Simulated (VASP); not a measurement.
W4N: single point with PBE

Slab: W4N, a slab with vacuum.

```
W N
1.0
     3.18370    0.00000    0.00000
     0.00000    3.18370    0.00000
     0.00000    0.00000   20.14258
W N
4 1
Direct
  0.50000 0.50000 0.19858
  0.00000 0.00000 0.27761
  0.50000 0.50000 0.35995
  0.00000 0.00000 0.42907
  0.00000 0.37500 0.49377
```

```
Program             : VASP 6.6.1
Task                : single point
Functional          : PBE
Potentials or basis : VASP PAW PBE potentials, release 64 (W_sv, N)
Cutoff              : 520 eV
k mesh              : 8 × 8 × 1
Occupations         : gaussian, width 0.1 eV
Spin                : no spin polarisation
```

```yaml
Largest_force: 3.466 eV/Å
```

Forces in eV/Å, atoms in the order of the input:
```
W    0.000 -0.256  2.055
W    0.000  0.378 -1.863
W    0.000 -0.691 -3.275
W    0.000 -1.923  2.884
N    0.000  2.492  0.199
```

Levels at points of the mesh, in eV from the Fermi level:
```csv
k point,band 27,band 28,band 29,band 30,band 31,band 32,band 33,band 34,band 35,band 36
"(0.00, 0.00, 0.00)",-0.84,-0.81,-0.65,-0.27,0.06,0.26,0.63,0.76,1.85,2.15
"(0.50, 0.00, 0.00)",-1.58,-0.85,-0.68,-0.04,0.29,0.79,0.85,1.10,2.35,2.62
"(0.00, 0.50, 0.00)",-1.68,-1.46,-0.64,-0.06,0.38,0.73,0.81,1.08,2.37,2.58
"(0.50, 0.50, 0.00)",-1.73,-1.46,-0.49,0.17,1.89,2.04,2.08,2.58,2.63,3.23
```

It took 2.2 min on 1 thread of Intel(R) Xeon(R) 6975P-C (Granite Rapids) (shared host), peak memory 0.37 GiB.

Caveat: spin-orbit coupling is left out, which moves the levels of the heavy elements.
